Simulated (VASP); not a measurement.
# Cd (Immm) in VASP: notebook, part 2 of 2

VASP 6.6.1.

## (3) Single point, LDA (strain -0.0500 x Voigt [0, 0, 0, 0, 0, 1])

Input file INCAR:

```
SYSTEM = Cd
  ALGO = Fast
  EDIFF = 1E-7
  ENCUT = 520
  ISIF = 2
  ISMEAR = 0
  LASPH = .True.
  LCHARG = .False.
  LREAL = .False.
  LWAVE = .False.
  NBANDS = 12
  NELM = 60
  PREC = Accurate
  SIGMA = 0.15
```

Input file KPOINTS:

```
k-points
0
Gamma
  18 18 18
  0 0 0
```

Input file POSCAR:

```
Cd
1.0
   -0.0554537438      2.2181497500      2.2181497500
    2.2181497500     -0.0554537438      2.2181497500
    2.1626960062      2.1626960062      0.0000000000
Cd
1
Direct
    0.0000000000      0.0000000000      0.0000000000
```

Potentials or basis: VASP PAW LDA potentials, release 64 (Cd).

Run with:

```console
> cat potpaw_LDA.64/Cd/POTCAR > POTCAR
> mpirun -np 1 vasp_std > vasp.out
```

OUTCAR:

```text
SYSTEM = Cd
   EDIFF = 1E-7
   ENCUT = 520
   ISIF = 2
   ISMEAR = 0
   LASPH = .True.
   LREAL = .False.
   NELM = 60
   PREC = Accurate

 ion  position               nearest neighbor table
   1  0.000  0.000  0.000-

  LATTYP: Found a body centered orthorhombic cell.
 ALAT       =     3.0585140233
 B/A-ratio  =     1.0512820513
 C/A-ratio  =     1.4504754486

  Lattice vectors:

 A1 = (   0.0554537438,  -2.2181497500,  -2.2181497500)
 A2 = (  -0.0554537438,   2.2181497500,  -2.2181497500)
[... 541 lines left out ...]

 [... further k-points ...]

------------------------ aborting loop because EDIFF is reached ----------------------------------------

  FORCE on cell =-STRESS in cart. coord.  units (eV):
  Direction    XX          YY          ZZ          XY          YZ          ZX
  --------------------------------------------------------------------------------------
  -------------------------------------------------------------------------------------
  Total       -0.6064791     -0.6064791     -0.5723825     -0.0399809      0.0000000      0.0000000
  in kB      -44.5446279    -44.5446279    -42.0403071     -2.9365157      0.0000000      0.0000000
  external PRESSURE =     -43.7098543 kB  Pullay stress =       0.0000000 kB

 VOLUME and BASIS-vectors are now :
 -----------------------------------------------------------------------------
  energy-cutoff  :      520.00
  volume of cell :       21.81
      direct lattice vectors                 reciprocal lattice vectors
    -0.055453744  2.218149750  2.218149750    -0.219915214  0.219915214  0.225413095
     2.218149750 -0.055453744  2.218149750     0.219915214 -0.219915214  0.225413095
     2.162696006  2.162696006  0.000000000     0.231192918  0.231192918 -0.225413095

 POSITION                                       TOTAL-FORCE (eV/Angst)
 -----------------------------------------------------------------------------------
      0.00000      0.00000      0.00000         0.000000      0.000000      0.000000
 -----------------------------------------------------------------------------------
    total drift:                               -0.000000     -0.000000     -0.000000

  FREE ENERGIE OF THE ION-ELECTRON SYSTEM (eV)
  ---------------------------------------------------
  free  energy   TOTEN  =        -1.4810711514 eV

  energy  without entropy=       -1.4770732159  energy(sigma->0) =       -1.47907218
```

Wall time 3.5 min (1 thread of Oxide Virtual Turin-like, shared host); peak memory 0.28 GiB.

What came out:

- Free energy: -1.4811 eV
- Pressure: -4.4 GPa
- Band gap on the k mesh: zero (bands 6 and 7 overlap by 3.20 eV)

Stress tensor (GPa, compression positive):
```
-4.45 -0.29  0.00
-0.29 -4.45  0.00
 0.00  0.00 -4.20
```

Caveat: the cell differs from its parent crystal (strain -0.0500 x Voigt [0, 0, 0, 0, 0, 1]); the cell stands under tension.

## (4) Single point, LDA (strain +0.0250 x Voigt [0, 0, 0, 0, 0, 1])

Input file INCAR:

```
ALGO     = Fast           # electronic algorithm
EDIFF    = 1E-6           # SCF threshold, eV
ENCUT    = 520            # plane-wave cutoff, eV
ISIF     = 2              # what is computed and relaxed
ISMEAR   = 0              # smearing method
LASPH    = T              # aspherical terms in the spheres
LCHARG   = F              # write CHGCAR
LREAL    = F              # projectors in reciprocal space
LWAVE    = F              # write WAVECAR
NBANDS   = 12             # bands
NELM     = 60             # most SCF steps
PREC     = Accurate       # precision mode
SIGMA    = 0.15           # smearing width, eV
```

Input file KPOINTS:

```
k-points
0
Gamma
  18 18 18
```

Input file POSCAR:

```
Cd
1.0
    0.0277268719      2.2181497500      2.2181497500
    2.2181497500      0.0277268719      2.2181497500
    2.2458766219      2.2458766219      0.0000000000
Cd
1
Direct
    0.0000000000      0.0000000000      0.0000000000
```

Potentials or basis: VASP PAW LDA potentials, release 64 (Cd).

Run with:

```console
> cat potpaw_LDA.64/Cd/POTCAR > POTCAR
> mpirun -np 1 vasp_std > vasp.out
```

OUTCAR:

```text
EDIFF = 1E-6
   ENCUT = 520
   ISIF = 2
   ISMEAR = 0
   LASPH = T
   LREAL = F
   NELM = 60
   PREC = Accurate

 ion  position               nearest neighbor table
   1  0.000  0.000  0.000-

  LATTYP: Found a body centered orthorhombic cell.
 ALAT       =     3.0977257415
 B/A-ratio  =     1.0253164557
 C/A-ratio  =     1.4321149999

  Lattice vectors:

 A1 = (   2.2181497500,   0.0277268719,  -2.2181497500)
[... 540 lines left out ...]
     11      19.6796      0.00000
     12      19.9151      0.00000

 [... further k-points ...]

------------------------ aborting loop because EDIFF is reached ----------------------------------------

  FORCE on cell =-STRESS in cart. coord.  units (eV):
  Direction    XX          YY          ZZ          XY          YZ          ZX
  --------------------------------------------------------------------------------------
  -------------------------------------------------------------------------------------
  Total       -0.5964432     -0.5964432     -0.5923196      0.0212992      0.0000000      0.0000000
  in kB      -43.7869773    -43.7869773    -43.4842454      1.5636522      0.0000000      0.0000000
  external PRESSURE =     -43.6860666 kB  Pullay stress =       0.0000000 kB

 VOLUME and BASIS-vectors are now :
 -----------------------------------------------------------------------------
  energy-cutoff  :      520.00
  volume of cell :       21.82
      direct lattice vectors                 reciprocal lattice vectors
     0.027726872  2.218149750  2.218149750    -0.228266425  0.228266425  0.225413095
     2.218149750  0.027726872  2.218149750     0.228266425 -0.228266425  0.225413095
     2.245876622  2.245876622  0.000000000     0.222630217  0.222630217 -0.225413095

 POSITION                                       TOTAL-FORCE (eV/Angst)
 -----------------------------------------------------------------------------------
      0.00000      0.00000      0.00000        -0.000000     -0.000000      0.000000
 -----------------------------------------------------------------------------------
    total drift:                                0.000000     -0.000000     -0.000000

  FREE ENERGIE OF THE ION-ELECTRON SYSTEM (eV)
  ---------------------------------------------------
  free  energy   TOTEN  =        -1.4799957462 eV

  energy  without entropy=       -1.4758926669  energy(sigma->0) =       -1.47794421
```

OSZICAR:

```text
N       E                     dE             d eps       ncg     rms          rms(c)
DAV:   1     0.712882487179E+02    0.71288E+02   -0.69603E+03 22192   0.994E+02
DAV:   2    -0.237194491758E+00   -0.71525E+02   -0.67495E+02 22464   0.238E+02
DAV:   3    -0.154707241818E+01   -0.13099E+01   -0.13091E+01 24684   0.362E+01
DAV:   4    -0.154880764489E+01   -0.17352E-02   -0.17352E-02 23256   0.131E+00
DAV:   5    -0.154881205561E+01   -0.44107E-05   -0.44111E-05 24924   0.665E-02    0.309E+00
RMM:   6    -0.148770195203E+01    0.61110E-01   -0.92271E-02 21213   0.320E+00    0.249E+00
RMM:   7    -0.148125288988E+01    0.64491E-02   -0.48721E-03 21835   0.552E-01    0.125E+00
RMM:   8    -0.147998381606E+01    0.12691E-02   -0.12978E-03 22917   0.560E-01    0.576E-02
RMM:   9    -0.147999488140E+01   -0.11065E-04   -0.48695E-05 23578   0.822E-02    0.209E-02
RMM:  10    -0.147999601498E+01   -0.11336E-05   -0.15797E-05 23373   0.585E-02    0.121E-02
RMM:  11    -0.147999574616E+01    0.26882E-06   -0.21368E-06 17845   0.161E-02
   1 F= -.14799957E+01 E0= -.14779442E+01  d E =-.410308E-02
```

stdout:

```text
POSCAR found type information on POSCAR Cd
 POSCAR found :  1 types and       1 ions
 scaLAPACK will be used
 LDA part: xc-table for (Slater(with rela. corr.)+CA(PZ))
 , standard interpolation
 POSCAR, INCAR and KPOINTS ok, starting setup
 FFT: planning ... GRIDC
 FFT: planning ... GRID_SOFT
 FFT: planning ... GRID
 WAVECAR not read
 entering main loop
```

Wall time 3.1 min (1 thread of Oxide Virtual Turin-like, shared host); peak memory 0.27 GiB.

What came out:

| Item | Value |
| --- | --- |
| Free energy | -1.4800 eV |
| Pressure | -4.4 GPa |
| Band gap on the k mesh | zero (bands 6 and 7 overlap by 3.05 eV) |

Stress tensor (GPa, compression positive):
```
-4.38  0.16  0.00
 0.16 -4.38  0.00
 0.00  0.00 -4.35
```

Caveat: the cell differs from its parent crystal (strain +0.0250 x Voigt [0, 0, 0, 0, 0, 1]); the cell stands under tension.

## (5) The runs side by side

| cell | further INCAR settings | gap on the mesh (eV) | pressure (GPa) |
| --- | --- | --- | --- |
| a = 3.138, b = 3.138, c = 3.255 Å, angles 58.8, 58.8, 57.5°, 1 atom | ALGO = Fast; EDIFF = 1e-06; NBANDS = 12 | none | -4.3 |
| a = 3.137, b = 3.137, c = 3.059 Å, angles 60.8, 60.8, 61.7°, 1 atom | ALGO = Fast; EDIFF = 1e-07; NBANDS = 12 | none | -4.4 |
| a = 3.137, b = 3.137, c = 3.176 Å, angles 59.6, 59.6, 59.2°, 1 atom | ALGO = Fast; EDIFF = 1e-06; NBANDS = 12 | none | -4.4 |

Alike in all rows: task single point; level LDA; potentials or basis VASP PAW LDA potentials, release 64 (Cd); no spin polarisation; k mesh 18 × 18 × 18; cutoff (eV) 520; smearing gaussian 0.15 eV.

Caveats: the cell stands under tension.

Total energies depend on the potentials used, so only differences within one code and one set of settings carry meaning.
